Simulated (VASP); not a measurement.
Crystal: ReSb2.

```
CELL_PARAMETERS angstrom
3.23884 0.00000 0.00000
0.00000 3.23884 0.00000
0.00000 0.00000 6.99233
ATOMIC_POSITIONS crystal
Re 0.00000 0.00000 0.00000
Sb 0.50000 0.00000 0.29793
Sb 0.00000 0.50000 0.70207
```

This cell differs from its parent crystal: atoms taken out.

```yaml
Program: VASP 6.6.1
Task: relaxation of cell and atoms
Functional: PBE
Potentials_or_basis: VASP PAW PBE potentials, release 64 (Re, Sb)
Cutoff: 600 eV
k_mesh: 6 × 6 × 4
Occupations: gaussian, width 0.1 eV
Spin: no spin polarisation
```

At the start: pressure 0.2 GPa; volume 24.45 Å³/atom.

**Question.** How do energy, volume and symmetry change on relaxing?

**Answer.** Over 15 steps the energy falls by 64.0 meV/atom and the volume is 26.32 Å³/atom (+7.6 %); space group P-4m2 (No. 115, to 0.1 Å) before and after.

The path:
| step | energy change (eV) | largest force (eV/Å) | pressure (GPa) | volume (Å³) |
| --- | --- | --- | --- | --- |
| 1 | 0.0000 | 0.2107 | 0.21 | 73.35 |
| 2 | -0.0096 | 0.2290 | -0.08 | 73.69 |
| 3 | -0.0417 | 0.2688 | -0.76 | 74.67 |
| 4 | -0.0975 | 0.2699 | -1.83 | 76.50 |
| 5 | -0.1670 | 0.2001 | -2.15 | 79.69 |
| 6 | -0.1743 | 0.1446 | -1.72 | 79.49 |
| 7 | -0.1865 | 0.0126 | -0.56 | 78.95 |
| 8 | -0.1789 | 0.3376 | 2.15 | 77.80 |
| 9 | -0.1889 | 0.1244 | 0.28 | 78.59 |
| 10 | -0.1889 | 0.1313 | 0.34 | 78.56 |
| 11 | -0.1900 | 0.1225 | 0.30 | 78.60 |
| 12 | -0.1917 | 0.0891 | 0.23 | 78.71 |
| 13 | -0.1918 | 0.0803 | 0.22 | 78.74 |
| 14 | -0.1921 | 0.0505 | -0.04 | 78.87 |
| 15 | -0.1921 | 0.0336 | -0.16 | 78.95 |

Final structure:
```xyz
3
Lattice="3.0161 0.0000 0.0000 0.0000 3.0161 0.0000 0.0000 0.0000 8.6782" Properties=species:S:1:pos:R:3 pbc="T T T"
Re    0.0000    0.0000    0.0000
Sb    1.5081    0.0000    2.2701
Sb    3.0161    1.5081    6.4081
```

Caveat: the cell differs from its parent crystal (atoms taken out); a cell axis changed by over 15 % at a fixed basis, so the end point is rough.
